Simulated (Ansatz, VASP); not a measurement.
# Two plane-wave programs on Sb

```
Sb
1.0
     1.89278   -2.67440   -0.01800
     1.89278    2.67440   -0.01800
    -1.86149    0.00000    2.70597
Sb
1
Direct
  0.50000 0.50000 0.50000
```

Alike in both runs: functional PBE; k mesh 20 × 20 × 22; occupations gaussian, width 0.1 eV; no spin polarisation.

Ansatz relaxed the structure, and its values are those at the end. VASP's run is a single point on that final structure, the one shown.

```csv
,VASP,Ansatz
version,VASP 6.6.1,Ansatz 0.2.0
potentials or method,"VASP PAW PBE potentials, release 64 (Sb), cutoff 520 eV","scalar-relativistic, plane waves, PAW"
valence electrons in the cell,5,15
```

|  | VASP | Ansatz | Ansatz less VASP |
| --- | --- | --- | --- |
| gap on the k mesh at the Fermi level (eV) | none | none | - |
| pressure (GPa) | -0.1 | 0.0 | +0.14 |

A gap of «none» marks a metal or a gap that the smearing closes. VASP's potentials hold 5 valence electrons a cell and Ansatz's 15, so a difference there can come from the potentials and not from the codes.

Neither program's run includes spin-orbit coupling.
